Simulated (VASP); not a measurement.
# NaH (Fm-3m) in VASP: single point with PBE

Aim: the single point of NaH with PBE.

All numbers are computed with VASP 6.6.1; they aren't measurements. Logs are shortened: lines on timing, memory, paths and dates and some standing lists are left out, and cuts for length are marked.

**1. The cell of the first run**

The structure is cubic, space group Fm-3m (No. 225). Conventional cell: a = 4.831 Å, b = 4.831 Å, c = 4.831 Å, α = 90.00°, β = 90.00°, γ = 90.00°. Within 3.2 Å of Na (site symmetry m-3m) lie 6 H at 2.42 Å. H (site symmetry m-3m) has 6 Na at 2.42 Å within 3.2 Å.

**2. Single point, PBE**

File INCAR:

```
SYSTEM = NaH
ALGO = Normal
EDIFF = 1E-7
ENCUT = 520
GGA = PE
ISIF = 2
ISMEAR = 0
LASPH = .TRUE.
LCHARG = .TRUE.
LELF = .TRUE.
LREAL = .FALSE.
LVHAR = .TRUE.
LWAVE = .FALSE.
NBANDS = 21
NELM = 100
PREC = Accurate
SIGMA = 0.02
```

File KPOINTS:

```
k-points
0
G
  8 8 8
  0 0 0
```

File POSCAR:

```
NaH
1.0
    0.0000000000      2.4156072983     -2.4156072983
   -4.8312145966      0.0000000000      0.0000000000
    2.4156072983      2.4156072983      4.8312145966
Na H
3 3
Direct
    0.3333333333      0.3333333333      0.6666666667
    0.0000000000      0.0000000000      0.0000000000
    0.6666666667      0.6666666667      0.3333333333
    0.3333333333      0.8333333333      0.6666666667
    0.0000000000      0.5000000000      0.0000000000
    0.6666666667      0.1666666667      0.3333333333
```

Potentials or basis: VASP PAW PBE potentials, release 64 (Na_pv, H).

On the command line:

```console
$ cat potpaw_PBE.64/Na_pv/POTCAR potpaw_PBE.64/H/POTCAR > POTCAR
$ mpirun -np 1 vasp_std > vasp.out
```

OUTCAR:

```text
SYSTEM = NaH
   EDIFF = 1E-7
   ENCUT = 520
   GGA = PE
   ISIF = 2
   ISMEAR = 0
   LASPH = .TRUE.
   LREAL = .FALSE.
   NELM = 100
   PREC = Accurate

 ion  position               nearest neighbor table
   1  0.333  0.333  0.667-
   2  0.000  0.000  0.000-
   3  0.667  0.667  0.333-
   4  0.333  0.833  0.667-
   5  0.000  0.500  0.000-
   6  0.667  0.167  0.333-

  LATTYP: Found a body centered orthorhombic cell.
 ALAT       =     3.4161846026
 B/A-ratio  =     1.4142135624
 C/A-ratio  =     3.0000000000

  Lattice vectors:

 A1 = (  -2.4156072983,  -2.4156072983,  -4.8312145966)
 A2 = (   2.4156072983,  -4.8312145966,  -2.4156072983)
 A3 = (  -2.4156072983,   2.4156072983,   4.8312145966)

Analysis of symmetry for initial positions (statically):
=====================================================================
 Subroutine PRICEL returns following result:

  LATTYP: Found a face centered cubic cell.
 ALAT       =     4.8312145959

  Lattice vectors:

 A1 = (   0.0000000007,   2.4156072983,  -2.4156072976)
 A2 = (  -2.4156072981,   0.0000000000,  -2.4156072981)
 A3 = (  -2.4156072978,   2.4156072983,   0.0000000005)

   3 primitive cells build up your supercell.

 Routine SETGRP: Setting up the symmetry group for a
 body centered orthorhombic supercell.

 Subroutine GETGRP returns: Found  8 space group operations
 (whereof  8 operations were pure point group operations)
 out of a pool of  8 trial point group operations.

The static configuration has the point symmetry D_2h.

Analysis of symmetry for dynamics (positions and initial velocities):
=====================================================================
 Subroutine PRICEL returns following result:

  LATTYP: Found a face centered cubic cell.
 ALAT       =     4.8312145959

  Lattice vectors:

 A1 = (   0.0000000007,   2.4156072983,  -2.4156072976)
 A2 = (  -2.4156072981,   0.0000000000,  -2.4156072981)
 A3 = (  -2.4156072978,   2.4156072983,   0.0000000005)

   3 primitive cells build up your supercell.

 Routine SETGRP: Setting up the symmetry group for a
 body centered orthorhombic supercell.

 Subroutine GETGRP returns: Found  8 space group operations
 (whereof  8 operations were pure point group operations)
 out of a pool of  8 trial point group operations.

The dynamic configuration has the point symmetry D_2h.

 Subroutine INISYM returns: Found  8 space group operations
 (whereof  8 operations are pure point group operations),
 and found     3 'primitive' translations

----------------------------------------------------------------------------------------

                                     Primitive cell

  volume of cell :      28.1909

  direct lattice vectors                    reciprocal lattice vectors
     0.000000001  2.415607298 -2.415607298     0.206987287  0.206987287 -0.206987287
    -2.415607298  0.000000000 -2.415607298    -0.206987287 -0.206987286 -0.206987287
    -2.415607298  2.415607298  0.000000000    -0.206987287  0.206987287  0.206987287

  length of vectors
     3.416184602  3.416184602  3.416184602     0.358512497  0.358512497  0.358512497

  position of ions in fractional coordinates (direct lattice)
     0.000000000  1.000000000  1.000000000
     0.500000000  0.500000000  0.500000000

  ion indices of the primitive-cell ions
   primitive index   ion index
                 1           1
                 2           5

----------------------------------------------------------------------------------------

 KPOINTS: k-points

Automatic generation of k-mesh.
 Grid dimensions read from file:
 generate k-points for:    8    8    8

 Generating k-lattice:

  Cartesian coordinates                     Fractional coordinates (reciprocal lattice)
     0.000000000  0.034497881 -0.017248941     0.125000000  0.000000000  0.000000000
    -0.025873411  0.008624470  0.008624470     0.000000000  0.125000000  0.000000000
     0.000000000  0.017248941  0.017248941     0.000000000  0.000000000  0.125000000

  Length of vectors
     0.038569804  0.028604132  0.024393686

  Shift w.r.t. Gamma in fractional coordinates (k-lattice)
     0.000000000  0.000000000  0.000000000

 Subroutine IBZKPT returns following result:
 ===========================================

 Found     95 irreducible k-points:

 Following reciprocal coordinates:
            Coordinates               Weight
  0.000000  0.000000  0.000000      1.000000
  0.125000  0.000000  0.000000      4.000000
  0.250000  0.000000  0.000000      4.000000
  0.375000  0.000000  0.000000      4.000000
  0.500000  0.000000  0.000000      2.000000
  0.000000  0.125000  0.000000      4.000000
[... 16 lines left out ...]
  0.125000  0.375000  0.000000      8.000000
  0.250000  0.375000  0.000000      8.000000
 [... further k-points ...]
   k-points           NKPTS =     95   k-points in BZ     NKDIM =     95   number of bands    NBANDS=     21
   number of dos      NEDOS =    301   number of ions     NIONS =      6
   total plane-waves  NPLWV =  48384
   dimension x,y,z NGX =    28 NGY =   36 NGZ =   48
   dimension x,y,z NGXF=    56 NGYF=   72 NGZF=   96
   ions per type =               3   3
   NGX,Y,Z   is equivalent  to a cutoff of  13.63, 12.39, 13.49 a.u.
   NGXF,Y,Z  is equivalent  to a cutoff of  27.25, 24.78, 26.97 a.u.
 SYSTEM =  NaH
   PREC   = accura    normal or accurate (medium, high low for compatibility)
   ISTART =      0    job   : 0-new  1-cont  2-samecut
   ICHARG =      2    charge: 1-file 2-atom 10-const
   ISPIN  =      1    spin polarized calculation?
   LNONCOLLINEAR =      F non collinear calculations
   LSORBIT =      F    spin-orbit coupling
   LASPH  =      T    aspherical Exc in radial PAW
   ENCUT  =  520.0 eV  38.22 Ry    6.18 a.u.   6.35  8.98 11.00*2*pi/ulx,y,z
   NELM   =    100;   NELMIN=  2; NELMDL= -5     # of ELM steps
   EDIFF  = 0.1E-06   stopping-criterion for ELM
   LREAL  =      F    real-space projection
   EDIFFG = 0.1E-05   stopping-criterion for IOM
   NSW    =      0    number of steps for IOM
   IBRION =     -1    ionic relax: 0-MD 1-quasi-New 2-CG
   NFREE  =      0    steps in history (QN), initial steepest desc. (CG)
   ISIF   =      2    stress and relaxation
   ISYM   =      2    0-nonsym 1-usesym 2-fastsym
   POTIM  = 0.5000    time-step for ionic-motion
   TEBEG  =    0.0;   TEEND  =   0.0 temperature during run
   PSTRESS=    0.0 pullay stress
   NELECT =      24.0000    total number of electrons
   NUPDOWN=      -1.0000    fix difference up-down
   EMIN   =  10.00;   EMAX   =-10.00  energy-range for DOS
   EFERMI =   0.00;   METHOD = LEGACY
   ISMEAR =     0;   SIGMA  =   0.02  broadening in eV -4-tet -1-fermi 0-gaus
   EFERMI_NEDOS =   21; number of points for ismear=-14 and -15
   IALGO  =     38    algorithm
   IMIX   =      4    mixing-type and parameters
     AMIX     =   0.40;   BMIX     =  1.00
     AMIX_MAG =   1.60;   BMIX_MAG =  1.00
  volume/ion in A,a.u.               =      14.10        95.12
  Fermi-wavevector in a.u.,A,eV,Ry     =   1.075809  2.032984 15.746906  1.157365
  Thomas-Fermi vector in A             =   2.211676
   LORBIT       =      0    0 simple, 1 ext, 2 COOP (PROOUT), +10 PAW based schemes
   GGA     = PE    functional components
   LHFCALC =     F    Hartree Fock is set to
   AEXX    =    0.0000 exact exchange contribution
   IVDW    =     0    specifies the selected vdW correction
   LEPSILON=     F    determine dielectric tensor
   LRPA    =     F    only Hartree local field effects (RPA)
 non-spin polarized calculation
 Gauss-broadening in eV      SIGMA  =   0.02
  energy-cutoff  :      520.00
  volume of cell :       84.57
 maximum number of plane-waves:      2306
 NGX is ok and might be reduce to    28
   NGX = 13   NGY = 17   NGZ = 21

 number of electron      24.0000017 magnetization

 Free energy of the ion-electron system (eV)
  ---------------------------------------------------
  ext. energy  EPLUGINS =         0.00000000
  ---------------------------------------------------
  free energy    TOTEN  =       -15.26290582 eV

  energy without entropy =      -15.26290582  energy(sigma->0) =      -15.26290582

 E-fermi :  -0.9724     XC(G=0):  -7.7726

 val. band max:       -1.1109727686   @ k =   0.5000   0.5000   0.2500
 cond. band min:       2.6505984498   @ k =   0.0000   0.5000   0.0000
 fundamental gap:      3.7615712183
 Fermi energy:        -0.9723902821

 k-point     1 :       0.0000    0.0000    0.0000
  band No.  band energies     occupation
      1     -23.2736      2.00000
      2     -23.2736      2.00000
      3     -23.2709      2.00000
      4     -23.2709      2.00000
      5     -23.2324      2.00000
      6     -23.2324      2.00000
[... 13 lines left out ...]
     20      11.2355      0.00000
     21      11.2355      0.00000

 k-point     2 :       0.1250    0.0000    0.0000
  band No.  band energies     occupation
      1     -23.2772      2.00000
      2     -23.2734      2.00000
      3     -23.2693      2.00000
      4     -23.2635      2.00000
      5     -23.2392      2.00000
      6     -23.2347      2.00000
[... 13 lines left out ...]
     20      12.3131      0.00000
     21      13.2331      0.00000

 k-point     3 :       0.2500    0.0000    0.0000
  band No.  band energies     occupation
      1     -23.2827      2.00000
      2     -23.2697      2.00000
      3     -23.2696      2.00000
      4     -23.2542      2.00000
      5     -23.2458      2.00000
      6     -23.2433      2.00000
[... 13 lines left out ...]
     20      10.0189      0.00000
     21      12.2881      0.00000

 k-point     4 :       0.3750    0.0000    0.0000
  band No.  band energies     occupation
      1     -23.2912      2.00000
      2     -23.2787      2.00000
      3     -23.2668      2.00000
      4     -23.2603      2.00000
      5     -23.2467      2.00000
      6     -23.2436      2.00000
[... 13 lines left out ...]
     20       8.6320      0.00000
     21      11.1419      0.00000

 k-point     5 :       0.5000    0.0000    0.0000
  band No.  band energies     occupation
      1     -23.2956      2.00000
      2     -23.2801      2.00000
      3     -23.2801      2.00000
      4     -23.2475      2.00000
      5     -23.2475      2.00000
      6     -23.2438      2.00000
[... 13 lines left out ...]
     20       9.5603      0.00000
     21       9.5667      0.00000

 k-point     6 :       0.0000    0.1250    0.0000
  band No.  band energies     occupation
      1     -23.2855      2.00000
      2     -23.2836      2.00000
      3     -23.2593      2.00000
      4     -23.2556      2.00000
      5     -23.2340      2.00000
      6     -23.2296      2.00000
[... 13 lines left out ...]
     20      11.1168      0.00000
     21      11.6850      0.00000

 k-point     7 :       0.1250    0.1250    0.0000
  band No.  band energies     occupation
      1     -23.2849      2.00000
      2     -23.2810      2.00000
      3     -23.2596      2.00000
      4     -23.2525      2.00000
      5     -23.2395      2.00000
      6     -23.2317      2.00000
[... 13 lines left out ...]
     20      11.4801      0.00000
     21      12.9812      0.00000
[... 291 lines left out ...]
      1     -23.2797      2.00000
      2     -23.2797      2.00000
      3     -23.2630      2.00000
      4     -23.2630      2.00000
      5     -23.2593      2.00000
      6     -23.2342      2.00000
[... 13 lines left out ...]
     20      10.4195      0.00000
     21      12.8006      0.00000

 k-point    21 :      -0.1250    0.2500    0.0000
  band No.  band energies     occupation
      1     -23.2914      2.00000
      2     -23.2864      2.00000
      3     -23.2510      2.00000
      4     -23.2465      2.00000
      5     -23.2372      2.00000
      6     -23.2333      2.00000
[... 13 lines left out ...]
     20      10.7739      0.00000
     21      12.7525      0.00000

 k-point    22 :       0.0000    0.3750    0.0000
  band No.  band energies     occupation
      1     -23.3032      2.00000
      2     -23.2822      2.00000
      3     -23.2499      2.00000
      4     -23.2358      2.00000
      5     -23.2310      2.00000
      6     -23.2276      2.00000
[... 13 lines left out ...]
     20      11.7200      0.00000
     21      11.9985      0.00000

 k-point    23 :       0.1250    0.3750    0.0000
  band No.  band energies     occupation
      1     -23.2993      2.00000
      2     -23.2781      2.00000
      3     -23.2591      2.00000
      4     -23.2425      2.00000
      5     -23.2312      2.00000
      6     -23.2294      2.00000
[... 13 lines left out ...]
     20      11.5001      0.00000
     21      12.5359      0.00000

 k-point    24 :       0.2500    0.3750    0.0000
  band No.  band energies     occupation
      1     -23.2894      2.00000
      2     -23.2840      2.00000
      3     -23.2720      2.00000
      4     -23.2447      2.00000
      5     -23.2436      2.00000
      6     -23.2376      2.00000
[... 13 lines left out ...]
     20      10.2680      0.00000
     21      12.0631      0.00000

 [... further k-points ...]

------------------------ aborting loop because EDIFF is reached ----------------------------------------

  FORCE on cell =-STRESS in cart. coord.  units (eV):
  Direction    XX          YY          ZZ          XY          YZ          ZX
  --------------------------------------------------------------------------------------
  -------------------------------------------------------------------------------------
  Total       -0.0108980     -0.0108644     -0.0108644      0.0000000      0.0003659     -0.0000000
  in kB       -0.2064554     -0.2058199     -0.2058199      0.0000000      0.0069326     -0.0000000
  external PRESSURE =      -0.2060317 kB  Pullay stress =       0.0000000 kB

 VOLUME and BASIS-vectors are now :
 -----------------------------------------------------------------------------
  energy-cutoff  :      520.00
  volume of cell :       84.57
      direct lattice vectors                 reciprocal lattice vectors
     0.000000000  2.415607298 -2.415607298     0.000000000  0.275983049 -0.137991524
    -4.831214597  0.000000000  0.000000000    -0.206987287  0.068995762  0.068995762
     2.415607298  2.415607298  4.831214597     0.000000000  0.137991524  0.137991524

 POSITION                                       TOTAL-FORCE (eV/Angst)
 -----------------------------------------------------------------------------------
      0.00000      2.41561      2.41561         0.000000     -0.000000     -0.000000
      0.00000      0.00000      0.00000         0.000000     -0.000000      0.000000
     -2.41561      2.41561     -0.00000        -0.000000      0.000000     -0.000000
     -2.41561      2.41561      2.41561         0.000000      0.000000      0.000000
     -2.41561      0.00000      0.00000         0.000000      0.000000      0.000000
     -0.00000      2.41561     -0.00000         0.000000      0.000000      0.000000
 -----------------------------------------------------------------------------------
    total drift:                               -0.000000      0.000000      0.000000

  FREE ENERGIE OF THE ION-ELECTRON SYSTEM (eV)
  ---------------------------------------------------
  free  energy   TOTEN  =       -15.2629058196 eV

  energy  without entropy=      -15.2629058196  energy(sigma->0) =      -15.26290582
```

Run time: 51 s. Hardware: 1 thread of Intel Xeon 6975P-C (Granite Rapids), shared host; peak memory 0.28 GiB.

Results:

```yaml
Free_energy: -15.2629 eV
Pressure: 0.0 GPa
Band_gap_on_the_k_mesh: 3.76 eV
```
